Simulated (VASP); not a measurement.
# SrTe7 (Im-3m) in VASP: a series of runs

SrTe7 is run at these levels: PBE; tasks: single point, relaxation of cell and atoms.

Program: VASP 6.6.1. These are calculated values, not measurements. Logs are shortened: lines on timing, memory, paths and dates and some standing lists are left out, and cuts for length are marked.

## (1) The cell of the first run

The structure is cubic, space group Im-3m (No. 229). Conventional cell: a = 7.771 Å, b = 7.771 Å, c = 7.771 Å, α = 90.00°, β = 90.00°, γ = 90.00°. Sr (site symmetry m-3m) has 14 Te at 3.36 to 3.89 Å within 4.4 Å. Te (site symmetry 4/mmm) has 12 Te at 3.36 to 3.89 Å and 2 Sr at 3.89 Å within 4.4 Å. Within 4.4 Å of Te (site symmetry -3m) lie 2 Sr at 3.36 Å and 12 Te at 3.36 to 3.89 Å.

The cell was generated, and may not be a known phase.

## (2) Single point, PBE

Input file INCAR:

```
PREC = Accurate
ENCUT = 520
EDIFF = 1E-7
ISMEAR = 0
SIGMA = 0.1
LREAL = F
LASPH = T
NELM = 100
ALGO = Normal
ISIF = 2
LWAVE = F
LCHARG = F
GGA = PE
NBANDS = 36
```

Input file KPOINTS:

```
Automatic mesh
0
Gamma
  4 4 4
```

Input file POSCAR:

```
SrTe7
1.0
   -3.8855183381      3.8855183381      3.8855183381
    3.8855183381     -3.8855183381      3.8855183381
    3.8855183381      3.8855183381     -3.8855183381
Sr Te
1 7
Direct
    0.0000000000      0.0000000000      0.0000000000
    0.0000000000      0.5000000000      0.5000000000
    0.5000000000      0.5000000000      0.0000000000
    0.5000000000      0.0000000000      0.5000000000
    0.0000000000      0.0000000000      0.5000000000
    0.0000000000      0.5000000000      0.0000000000
    0.5000000000      0.0000000000      0.0000000000
    0.5000000000      0.5000000000      0.5000000000
```

Potentials or basis: VASP PAW PBE potentials, release 64 (Sr_sv, Te).

Started as:

```sh
$ cat potpaw_PBE.64/Sr_sv/POTCAR potpaw_PBE.64/Te/POTCAR > POTCAR
$ mpirun -np 1 vasp_std > vasp.out
```

OUTCAR:

```text
PREC = Accurate
   ENCUT = 520
   EDIFF = 1E-7
   ISMEAR = 0
   LREAL = F
   LASPH = T
   NELM = 100
   ISIF = 2
   GGA = PE

 ion  position               nearest neighbor table
   1  0.000  0.000  0.000-   5 3.36   6 3.36   7 3.36   8 3.36   5 3.36   6 3.36   7 3.36   8 3.36
                             4 3.89   2 3.89   2 3.89   4 3.89   3 3.89   3 3.89
   2  0.000  0.500  0.500-   5 3.36   6 3.36   7 3.36   8 3.36   6 3.36   5 3.36   8 3.36   7 3.36
                             1 3.89   1 3.89
   3  0.500  0.500  0.000-   5 3.36   6 3.36   7 3.36   8 3.36   8 3.36   7 3.36   6 3.36   5 3.36
                             1 3.89   1 3.89
   4  0.500  0.000  0.500-   5 3.36   6 3.36   7 3.36   8 3.36   7 3.36   8 3.36   5 3.36   6 3.36
                             1 3.89   1 3.89
   5  0.000  0.000  0.500-   1 3.36   2 3.36   3 3.36   4 3.36   1 3.36   2 3.36   4 3.36   3 3.36

   6  0.000  0.500  0.000-   1 3.36   2 3.36   3 3.36   4 3.36   2 3.36   1 3.36   3 3.36   4 3.36

   7  0.500  0.000  0.000-   1 3.36   2 3.36   3 3.36   4 3.36   4 3.36   3 3.36   1 3.36   2 3.36

   8  0.500  0.500  0.500-   1 3.36   2 3.36   3 3.36   4 3.36   3 3.36   4 3.36   2 3.36   1 3.36

  LATTYP: Found a body centered cubic cell.
 ALAT       =     7.7710366762

  Lattice vectors:

 A1 = (  -3.8855183381,   3.8855183381,   3.8855183381)
 A2 = (   3.8855183381,  -3.8855183381,   3.8855183381)
 A3 = (   3.8855183381,   3.8855183381,  -3.8855183381)

Analysis of symmetry for initial positions (statically):
=====================================================================
 Subroutine PRICEL returns:
 Original cell was already a primitive cell.

 Routine SETGRP: Setting up the symmetry group for a
 body centered cubic supercell.

 Subroutine GETGRP returns: Found 48 space group operations
 (whereof 48 operations were pure point group operations)
 out of a pool of 48 trial point group operations.

The static configuration has the point symmetry O_h .

Analysis of symmetry for dynamics (positions and initial velocities):
=====================================================================
 Subroutine PRICEL returns:
 Original cell was already a primitive cell.

 Routine SETGRP: Setting up the symmetry group for a
 body centered cubic supercell.

 Subroutine GETGRP returns: Found 48 space group operations
 (whereof 48 operations were pure point group operations)
 out of a pool of 48 trial point group operations.

The dynamic configuration has the point symmetry O_h .

 Subroutine INISYM returns: Found 48 space group operations
 (whereof 48 operations are pure point group operations),
 and found     1 'primitive' translations

----------------------------------------------------------------------------------------

                                     Primitive cell

  volume of cell :     234.6426

  direct lattice vectors                    reciprocal lattice vectors
    -3.885518338  3.885518338  3.885518338     0.000000000  0.128682960  0.128682960
     3.885518338 -3.885518338  3.885518338     0.128682960  0.000000000  0.128682960
     3.885518338  3.885518338 -3.885518338     0.128682960  0.128682960  0.000000000

  length of vectors
     6.729915175  6.729915175  6.729915175     0.181985187  0.181985187  0.181985187

  position of ions in fractional coordinates (direct lattice)
     0.000000000  0.000000000  0.000000000
     0.000000000  0.500000000  0.500000000
     0.500000000  0.500000000  0.000000000
     0.500000000  0.000000000  0.500000000
     0.000000000  0.000000000  0.500000000
     0.000000000  0.500000000  0.000000000
     0.500000000  0.000000000  0.000000000
     0.500000000  0.500000000  0.500000000

  ion indices of the primitive-cell ions
   primitive index   ion index
                 1           1
                 2           2
                 3           3
                 4           4
                 5           5
                 6           6
                 7           7
                 8           8

----------------------------------------------------------------------------------------

 KPOINTS: Automatic mesh

Automatic generation of k-mesh.
 Grid dimensions read from file:
 generate k-points for:    4    4    4

 Generating k-lattice:

  Cartesian coordinates                     Fractional coordinates (reciprocal lattice)
     0.000000000  0.032170740  0.032170740     0.250000000  0.000000000  0.000000000
     0.032170740  0.000000000  0.032170740     0.000000000  0.250000000  0.000000000
     0.032170740  0.032170740  0.000000000     0.000000000  0.000000000  0.250000000

  Length of vectors
     0.045496297  0.045496297  0.045496297

  Shift w.r.t. Gamma in fractional coordinates (k-lattice)
     0.000000000  0.000000000  0.000000000

 Subroutine IBZKPT returns following result:
 ===========================================

 Found      8 irreducible k-points:

 Following reciprocal coordinates:
            Coordinates               Weight
  0.000000  0.000000  0.000000      1.000000
  0.250000  0.000000  0.000000     12.000000
  0.500000  0.000000  0.000000      6.000000
  0.250000  0.250000  0.000000     24.000000
  0.250000  0.250000  0.250000      2.000000
 -0.250000  0.250000  0.250000      6.000000
  0.500000  0.500000  0.250000     12.000000
  0.500000  0.500000  0.500000      1.000000
   k-points           NKPTS =      8   k-points in BZ     NKDIM =      8   number of bands    NBANDS=     36
   number of dos      NEDOS =    301   number of ions     NIONS =      8
   total plane-waves  NPLWV = 125000
   dimension x,y,z NGX =    50 NGY =   50 NGZ =   50
   dimension x,y,z NGXF=   100 NGYF=  100 NGZF=  100
   ions per type =               1   7
   NGX,Y,Z   is equivalent  to a cutoff of  12.35, 12.35, 12.35 a.u.
   NGXF,Y,Z  is equivalent  to a cutoff of  24.70, 24.70, 24.70 a.u.
 SYSTEM =  unknown system
   PREC   = accura    normal or accurate (medium, high low for compatibility)
   ISTART =      0    job   : 0-new  1-cont  2-samecut
   ICHARG =      2    charge: 1-file 2-atom 10-const
   ISPIN  =      1    spin polarized calculation?
   LNONCOLLINEAR =      F non collinear calculations
   LSORBIT =      F    spin-orbit coupling
   LASPH  =      T    aspherical Exc in radial PAW
   ENCUT  =  520.0 eV  38.22 Ry    6.18 a.u.  12.51 12.51 12.51*2*pi/ulx,y,z
   NELM   =    100;   NELMIN=  2; NELMDL= -5     # of ELM steps
   EDIFF  = 0.1E-06   stopping-criterion for ELM
   LREAL  =      F    real-space projection
   EDIFFG = 0.1E-05   stopping-criterion for IOM
   NSW    =      0    number of steps for IOM
   IBRION =     -1    ionic relax: 0-MD 1-quasi-New 2-CG
   NFREE  =      0    steps in history (QN), initial steepest desc. (CG)
   ISIF   =      2    stress and relaxation
   ISYM   =      2    0-nonsym 1-usesym 2-fastsym
   POTIM  = 0.5000    time-step for ionic-motion
   TEBEG  =    0.0;   TEEND  =   0.0 temperature during run
   PSTRESS=    0.0 pullay stress
   NELECT =      52.0000    total number of electrons
   NUPDOWN=      -1.0000    fix difference up-down
   EMIN   =  10.00;   EMAX   =-10.00  energy-range for DOS
   EFERMI =   0.00;   METHOD = LEGACY
   ISMEAR =     0;   SIGMA  =   0.10  broadening in eV -4-tet -1-fermi 0-gaus
   EFERMI_NEDOS =   21; number of points for ismear=-14 and -15
   IALGO  =     38    algorithm
   IMIX   =      4    mixing-type and parameters
     AMIX     =   0.40;   BMIX     =  1.00
     AMIX_MAG =   1.60;   BMIX_MAG =  1.00
  volume/ion in A,a.u.               =      29.33       197.93
  Fermi-wavevector in a.u.,A,eV,Ry     =   0.990696  1.872144 13.353821  0.981478
  Thomas-Fermi vector in A             =   2.122384
   LORBIT       =      0    0 simple, 1 ext, 2 COOP (PROOUT), +10 PAW based schemes
   GGA     = PE    functional components
   LHFCALC =     F    Hartree Fock is set to
   AEXX    =    0.0000 exact exchange contribution
   IVDW    =     0    specifies the selected vdW correction
   LEPSILON=     F    determine dielectric tensor
   LRPA    =     F    only Hartree local field effects (RPA)
 non-spin polarized calculation
 Gauss-broadening in eV      SIGMA  =   0.10
  energy-cutoff  :      520.00
  volume of cell :      234.64
 maximum number of plane-waves:      6363
   NGX = 25   NGY = 25   NGZ = 25

 number of electron      52.0000006 magnetization

 Free energy of the ion-electron system (eV)
  ---------------------------------------------------
  ext. energy  EPLUGINS =         0.00000000
  ---------------------------------------------------
  free energy    TOTEN  =       -25.13970874 eV

  energy without entropy =      -25.12807031  energy(sigma->0) =      -25.13388952

 E-fermi :   6.9803     XC(G=0):  -9.8582

 val. band max:        6.7624830719   @ k =  -0.2500   0.2500   0.2500
 cond. band min:       6.9842401945   @ k =   0.2500   0.0000   0.0000
 fundamental gap:      0.2217571226
 Fermi energy:         6.9802909101

 k-point     1 :       0.0000    0.0000    0.0000
  band No.  band energies     occupation
      1     -28.3706      2.00000
      2     -10.4422      2.00000
      3     -10.4422      2.00000
      4     -10.4422      2.00000
      5      -6.3615      2.00000
      6      -3.8783      2.00000
[... 28 lines left out ...]
     35       9.5258      0.00000
     36      10.6646      0.00000

 k-point     2 :       0.2500    0.0000    0.0000
  band No.  band energies     occupation
      1     -28.3706      2.00000
      2     -10.4506      2.00000
      3     -10.4453      2.00000
      4     -10.4424      2.00000
      5      -6.0943      2.00000
      6      -4.3476      2.00000
[... 28 lines left out ...]
     35      10.2313      0.00000
     36      10.9428      0.00000
[... 193 lines left out ...]
     35      11.4228      0.00000
     36      11.8939      0.00000

 k-point     8 :       0.5000    0.5000    0.5000
  band No.  band energies     occupation
      1     -28.3706      2.00000
      2     -10.4554      2.00000
      3     -10.4554      2.00000
      4     -10.4554      2.00000
      5      -4.6787      2.00000
      6      -4.6787      2.00000
[... 28 lines left out ...]
     35      12.2125      0.00000
     36      12.2125      0.00000

------------------------ aborting loop because EDIFF is reached ----------------------------------------

  FORCE on cell =-STRESS in cart. coord.  units (eV):
  Direction    XX          YY          ZZ          XY          YZ          ZX
  --------------------------------------------------------------------------------------
  -------------------------------------------------------------------------------------
  Total        0.4487925      0.4487925      0.4487925      0.0000000      0.0000000     -0.0000000
  in kB        3.0644272      3.0644272      3.0644272      0.0000000      0.0000000     -0.0000000
  external PRESSURE =       3.0644272 kB  Pullay stress =       0.0000000 kB

 VOLUME and BASIS-vectors are now :
 -----------------------------------------------------------------------------
  energy-cutoff  :      520.00
  volume of cell :      234.64
      direct lattice vectors                 reciprocal lattice vectors
    -3.885518338  3.885518338  3.885518338     0.000000000  0.128682960  0.128682960
     3.885518338 -3.885518338  3.885518338     0.128682960  0.000000000  0.128682960
     3.885518338  3.885518338 -3.885518338     0.128682960  0.128682960  0.000000000

 POSITION                                       TOTAL-FORCE (eV/Angst)
 -----------------------------------------------------------------------------------
      0.00000      0.00000      0.00000        -0.000000     -0.000000      0.000000
      3.88552      0.00000      0.00000         0.000000     -0.000000     -0.000000
      0.00000      0.00000      3.88552         0.000000      0.000000      0.000000
      0.00000      3.88552      0.00000        -0.000000      0.000000      0.000000
      1.94276      1.94276     -1.94276         0.000000     -0.000000     -0.000000
      1.94276     -1.94276      1.94276         0.000000     -0.000000      0.000000
     -1.94276      1.94276      1.94276         0.000000     -0.000000     -0.000000
      1.94276      1.94276      1.94276        -0.000000      0.000000     -0.000000
 -----------------------------------------------------------------------------------
    total drift:                                0.000000     -0.000000      0.000000

  FREE ENERGIE OF THE ION-ELECTRON SYSTEM (eV)
  ---------------------------------------------------
  free  energy   TOTEN  =       -25.1397087401 eV

  energy  without entropy=      -25.1280703070  energy(sigma->0) =      -25.13388952
```

It took 47 s on 1 thread of Intel Xeon 6975P-C (Granite Rapids), shared host; peak memory 0.36 GiB.

Results:

| Property | Result |
| --- | --- |
| Free energy | -25.1397 eV |
| Pressure | 0.3 GPa |
| Band gap on the k mesh | zero (bands 26 and 27 overlap by 1.47 eV) |

Caveat: spin-orbit coupling is left out, which moves the levels of the heavy elements.

## (3) Single point, PBE

This run uses another cell than the first one, of 34.86 Å³/atom.

Input file INCAR:

```
ALGO = Normal
EDIFF = 1E-7
ENCUT = 520
GGA = PE
ISIF = 2
ISMEAR = 0
LASPH = True
LCHARG = False
LREAL = False
LWAVE = False
NBANDS = 36
NELM = 100
PREC = Accurate
SIGMA = 0.1
```

Input file KPOINTS:

```
k-points
0
Gamma
  4 4 4
```

Changes to POSCAR since step 2:

```diff
@@ -2,5 +2,5 @@
 1.0
-   -3.8855183381      3.8855183381      3.8855183381
-    3.8855183381     -3.8855183381      3.8855183381
-    3.8855183381      3.8855183381     -3.8855183381
+   -4.1157198800      4.1157198800      4.1157198800
+    4.1157198800     -4.1157198800      4.1157198800
+    4.1157198800      4.1157198800     -4.1157198800
 Sr Te
```

Potentials or basis: VASP PAW PBE potentials, release 64 (Sr_sv, Te).

Started as:

```sh
$ cat potpaw_PBE.64/Sr_sv/POTCAR potpaw_PBE.64/Te/POTCAR > POTCAR
$ mpirun -np 1 vasp_std > vasp.out
```

Wall time 58 s (1 thread of Intel Xeon 6975P-C (Granite Rapids), shared host); peak memory 0.4 GiB.

It converged, with:

| Quantity | Value |
| --- | --- |
| Free energy | -24.2879 eV |
| Pressure | -5.4 GPa |
| Band gap on the k mesh | zero (bands 26 and 27 overlap by 1.10 eV) |

Levels at points of the mesh, in eV from the Fermi level:
```
           k point  band 24  band 25  band 26  band 27  band 28  band 29
(0.00, 0.00, 0.00)     0.57     0.57     0.57     1.54     1.54     1.54
(0.50, 0.00, 0.00)    -0.98    -0.93    -0.61     0.79     0.82     0.89
(0.50, 0.50, 0.50)    -0.60    -0.60    -0.60    -0.53    -0.53    -0.53
```

Caveat: the cell stands under tension; spin-orbit coupling is left out, which moves the levels of the heavy elements.

(Continued in part 2 of 2.)

The gap in the log of VASP goes by the Fermi energy; the results here count the filled bands.